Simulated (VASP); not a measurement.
A run of VASP 6.6.1 is set up as follows.

The input INCAR:

```
SYSTEM = HfC5
PREC = Accurate
ENCUT = 520
EDIFF = 1E-7
ISMEAR = 0
SIGMA = 0.1
LREAL = .FALSE.
LASPH = .TRUE.
NELM = 100
ALGO = Normal
ISIF = 2
LWAVE = .FALSE.
LCHARG = .FALSE.
GGA = PE
NBANDS = 24
```

File KPOINTS:

```
regular mesh
0
G
  4 4 6
  0 0 0
```

Contents of POSCAR:

```
HfC5
1.0
    4.8521270562      0.0000000000      0.0000000000
    0.0000000000      4.8521270562      0.0000000000
    0.0000000000      0.0000000000      3.0819016484
Hf C
1 5
Direct
    0.5000000000      0.5000000000      0.5000000000
    0.8413413230      0.8413413230      0.5000000000
    0.1586586770      0.1586586770      0.5000000000
    0.1586586770      0.8413413230      0.5000000000
    0.8413413230      0.1586586770      0.5000000000
    0.0000000000      0.0000000000      0.0000000000
```

Potentials or basis: VASP PAW PBE potentials, release 64 (Hf_pv, C).

The run is started by

```bash
$ cat potpaw_PBE.64/Hf_pv/POTCAR potpaw_PBE.64/C/POTCAR > POTCAR
$ mpirun -np 1 vasp_std > vasp.out
```

Question: Predict the largest force.

Answer: 0.097 eV/Å.

Question: Predict the pressure.

Answer: 0.0 GPa.

Stress tensor (GPa, compression positive):
```
 0.01  0.00  0.00
 0.00  0.01  0.00
 0.00  0.00 -0.12
```
